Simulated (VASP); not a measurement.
Set up this calculation in VASP 6.6.1, as the native input.

| Item | Value |
| --- | --- |
| Task | density of states |
| Functional | PBE |
| Potentials or basis | VASP PAW PBE potentials, release 64 (Cs_sv, Pb_d, Br) |
| Cutoff | 520 eV |
| k mesh | 6 × 6 × 6 |
| Occupations | gaussian, width 0.02 eV |
| Spin | no spin polarisation |
| Dipole correction | no |
| k mesh for the DOS | 9 × 9 × 9 |
| Occupations for the DOS | tetrahedron |
| Further INCAR settings | ALGO = Normal; EDIFF = 1e-07; NBANDS = 30 |

CsPbBr3:

```xyz
5
Lattice="6.0027 0.0000 0.0000 0.0000 6.0027 0.0000 0.0000 0.0000 6.0027" Properties=species:S:1:pos:R:3 pbc="T T T"
Cs    0.0000    0.0000    0.0000
Pb    3.0014    3.0014    3.0014
Br    0.0000    3.0014    3.0014
Br    3.0014    0.0000    3.0014
Br    3.0014    3.0014    0.0000
```

The input as run:

POSCAR

```
CsPbBr3
1.0
    6.0027196135      0.0000000000      0.0000000000
    0.0000000000      6.0027196135      0.0000000000
    0.0000000000      0.0000000000      6.0027196135
Cs Pb Br
1 1 3
Direct
    0.0000000000      0.0000000000      0.0000000000
    0.5000000000      0.5000000000      0.5000000000
    0.0000000000      0.5000000000      0.5000000000
    0.5000000000      0.0000000000      0.5000000000
    0.5000000000      0.5000000000      0.0000000000
```

INCAR.step1

```
SYSTEM = CsPbBr3
  ALGO = Normal
  EDIFF = 1E-7
  ENCUT = 520
  GGA = PE
  ISIF = 2
  ISMEAR = 0
  LASPH = .True.
  LCHARG = .True.
  LREAL = .False.
  LWAVE = .False.
  NBANDS = 30
  NELM = 100
  PREC = Accurate
  SIGMA = 0.02
```

KPOINTS.step1

```
k-points
0
Gamma
  6 6 6
  0 0 0
```

INCAR.step2

```
SYSTEM = CsPbBr3
  ALGO = Normal
  EDIFF = 1E-7
  ENCUT = 520
  GGA = PE
  ICHARG = 11
  ISIF = 2
  ISMEAR = -5
  LASPH = .True.
  LCHARG = .False.
  LORBIT = 11
  LREAL = .False.
  LWAVE = .False.
  NBANDS = 30
  NEDOS = 1001
  NELM = 100
  PREC = Accurate
  SIGMA = 0.02
```

KPOINTS.step2

```
k-points
0
Gamma
  9 9 9
  0 0 0
```

Potentials or basis: VASP PAW PBE potentials, release 64 (Cs_sv, Pb_d, Br).

Run with:

```bash
$ cat potpaw_PBE.64/Cs_sv/POTCAR potpaw_PBE.64/Pb_d/POTCAR potpaw_PBE.64/Br/POTCAR > POTCAR
$ cp INCAR.step1 INCAR
$ cp KPOINTS.step1 KPOINTS
$ mpirun -np 1 vasp_std > vasp.out
$ cp INCAR.step2 INCAR
$ cp KPOINTS.step2 KPOINTS
$ mpirun -np 1 vasp_std > vasp.out
```

It gave:

```json
{"Valence electrons inside the program's atomic spheres": "Cs 6.55; Pb 11.79; Br 4.86"}
```

Caveat: spin-orbit coupling is left out, which moves the levels of the heavy elements.

It took 6.5 min on 1 thread of Intel Xeon 8259CL (shared host), peak memory 0.44 GiB.
